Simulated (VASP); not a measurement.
Wanted: the native input for a VASP 6.6.1 run.

* Task: single point
* Functional: PBEsol
* Potentials or basis: VASP PAW PBE potentials, release 64 (Al, N)
* Cutoff: 600 eV
* k mesh: 2 × 2 × 2, shifted
* Occupations: fermi-dirac, width 0.05 eV
* Spin: no spin polarisation
* Dipole correction: no
* Further INCAR settings: LREAL = Auto; ALGO = Normal; EDIFF = 1e-06; NBANDS = 166

The structure of AlN lies in POSCAR:

```
AlN
1.0
    8.7554440000      0.0000000000      0.0000000000
    0.0000000000      8.7554440000      0.0000000000
    0.0000000000      0.0000000000      8.7554440000
Al N
32 32
Direct
    0.0000000000      0.0000000000      0.0000000000
    0.0000000000      0.0000000000      0.5000000000
    0.0000000000      0.5000000000      0.0000000000
    0.0000000000      0.5000000000      0.5000000000
    0.5000000000      0.0000000000      0.0000000000
    0.5000000000      0.0000000000      0.5000000000
    0.5000000000      0.5000000000      0.0000000000
    0.5000000000      0.5000000000      0.5000000000
    0.2500000000      0.2500000000      0.0000000000
    0.2500000000      0.2500000000      0.5000000000
    0.2500000000      0.7500000000      0.0000000000
    0.2500000000      0.7500000000      0.5000000000
    0.7500000000      0.2500000000      0.0000000000
    0.7500000000      0.2500000000      0.5000000000
    0.7500000000      0.7500000000      0.0000000000
    0.7500000000      0.7500000000      0.5000000000
    0.2500000000      0.0000000000      0.2500000000
    0.2500000000      0.0000000000      0.7500000000
    0.2500000000      0.5000000000      0.2500000000
    0.2500000000      0.5000000000      0.7500000000
    0.7500000000      0.0000000000      0.2500000000
    0.7500000000      0.0000000000      0.7500000000
    0.7500000000      0.5000000000      0.2500000000
    0.7500000000      0.5000000000      0.7500000000
    0.0000000000      0.2500000000      0.2500000000
    0.0000000000      0.2500000000      0.7500000000
    0.0000000000      0.7500000000      0.2500000000
    0.0000000000      0.7500000000      0.7500000000
    0.5000000000      0.2500000000      0.2500000000
    0.5000000000      0.2500000000      0.7500000000
    0.5000000000      0.7500000000      0.2500000000
    0.5000000000      0.7500000000      0.7500000000
    0.1250000000      0.1250000000      0.1250000000
    0.1250000000      0.1250000000      0.6250000000
    0.1250000000      0.6250000000      0.1250000000
    0.1250000000      0.6250000000      0.6250000000
    0.6250000000      0.1250000000      0.1250000000
    0.6250000000      0.1250000000      0.6250000000
    0.6250000000      0.6250000000      0.1250000000
    0.6250000000      0.6250000000      0.6250000000
    0.3750000000      0.3750000000      0.1250000000
    0.3750000000      0.3750000000      0.6250000000
    0.3750000000      0.8750000000      0.1250000000
    0.3750000000      0.8750000000      0.6250000000
    0.8750000000      0.3750000000      0.1250000000
    0.8750000000      0.3750000000      0.6250000000
    0.8750000000      0.8750000000      0.1250000000
    0.8750000000      0.8750000000      0.6250000000
    0.3750000000      0.1250000000      0.3750000000
    0.3750000000      0.1250000000      0.8750000000
    0.3750000000      0.6250000000      0.3750000000
    0.3750000000      0.6250000000      0.8750000000
    0.8750000000      0.1250000000      0.3750000000
    0.8750000000      0.1250000000      0.8750000000
    0.8750000000      0.6250000000      0.3750000000
    0.8750000000      0.6250000000      0.8750000000
    0.1250000000      0.3750000000      0.3750000000
    0.1250000000      0.3750000000      0.8750000000
    0.1250000000      0.8750000000      0.3750000000
    0.1250000000      0.8750000000      0.8750000000
    0.6250000000      0.3750000000      0.3750000000
    0.6250000000      0.3750000000      0.8750000000
    0.6250000000      0.8750000000      0.3750000000
    0.6250000000      0.8750000000      0.8750000000
```

One way to write it, as run:

INCAR

```
PREC = Accurate
ENCUT = 600
EDIFF = 1E-6
ISMEAR = -1
SIGMA = 0.05
LREAL = Auto
LASPH = True
NELM = 120
ALGO = Normal
ISIF = 2
LWAVE = False
LCHARG = False
GGA = PS
NBANDS = 166
GGA_COMPAT = False
```

KPOINTS

```
Automatic mesh
0
Gamma
  2 2 2
  0.5 0.5 0.5
```

Potentials or basis: VASP PAW PBE potentials, release 64 (Al, N).

Run with:

```bash
$ cat potpaw_PBE.64/Al/POTCAR potpaw_PBE.64/N/POTCAR > POTCAR
$ mpirun -np 1 vasp_std > vasp.out
```

It gave:

- Pressure: -0.1 GPa
- Band gap on the k mesh: 4.11 eV

Caveat: the PAW data sets were made with another functional, which shifts forces and pressure a little; a shifted mesh leaves out Γ, where band edges can lie.

It took 2.4 min on 1 thread of Intel(R) Xeon(R) 6975P-C (Granite Rapids), with other jobs on the host, peak memory 0.71 GiB.
